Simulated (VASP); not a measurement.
Ni: single point with RPBE

The system is Ni.

```
Ni
1.0
    -1.35513    1.35513    1.35513
     1.35513   -1.35513    1.35513
     1.35513    1.35513   -1.35513
Ni
1
Direct
  0.00000 0.00000 0.00000
```

This isn't the form of Ni at room conditions, which is fcc.

* Program: VASP 6.6.1
* Task: single point
* Functional: RPBE
* Potentials or basis: VASP PAW PBE potentials, release 64 (Ni)
* Cutoff: 520 eV
* k mesh: 18 × 18 × 18
* Occupations: fermi-dirac, width 0.05 eV
* Spin: collinear spin, ferromagnetic start
* Starting moments: [0.612] μB

```
Pressure                                              : 30.2 GPa
Net moment                                            : 0.52 μB per cell
Site moments                                          : Ni +0.52 μB
Valence electrons inside the program's atomic spheres : Ni 9.48
```

Levels at points of the mesh, in eV from the Fermi level:
Spin up:
| k point | band 1 | band 2 | band 3 | band 4 | band 5 | band 6 | band 7 | band 8 | band 9 | band 10 |
| --- | --- | --- | --- | --- | --- | --- | --- | --- | --- | --- |
| (0.00, 0.00, 0.00) | -9.48 | -2.49 | -2.49 | -2.49 | -0.91 | -0.91 | 27.37 | 27.37 | 27.37 | 32.92 |
| (0.50, 0.00, 0.00) | -5.09 | -3.54 | -0.99 | -0.73 | 0.06 | 0.18 | 7.24 | 19.93 | 21.51 | 25.16 |
| (0.50, 0.50, 0.50) | -4.69 | -4.69 | -0.19 | -0.19 | -0.19 | 10.41 | 10.41 | 10.41 | 16.56 | 16.56 |
Spin down:
| k point | band 3 | band 4 | band 5 | band 6 | band 7 | band 8 |
| --- | --- | --- | --- | --- | --- | --- |
| (0.00, 0.00, 0.00) | -1.84 | -1.84 | -0.45 | -0.45 | 27.27 | 27.27 |
| (0.50, 0.00, 0.00) | -0.45 | -0.26 | 0.14 | 0.81 | 7.58 | 19.86 |
| (0.50, 0.50, 0.50) | 0.54 | 0.54 | 0.54 | 10.43 | 10.43 | 10.43 |

It took 2.1 min on 1 thread of Intel Xeon 8259CL (shared host), peak memory 0.16 GiB.

Caveat: the cell stands under pressure; the PAW data sets were made with another functional, which shifts forces and pressure a little.
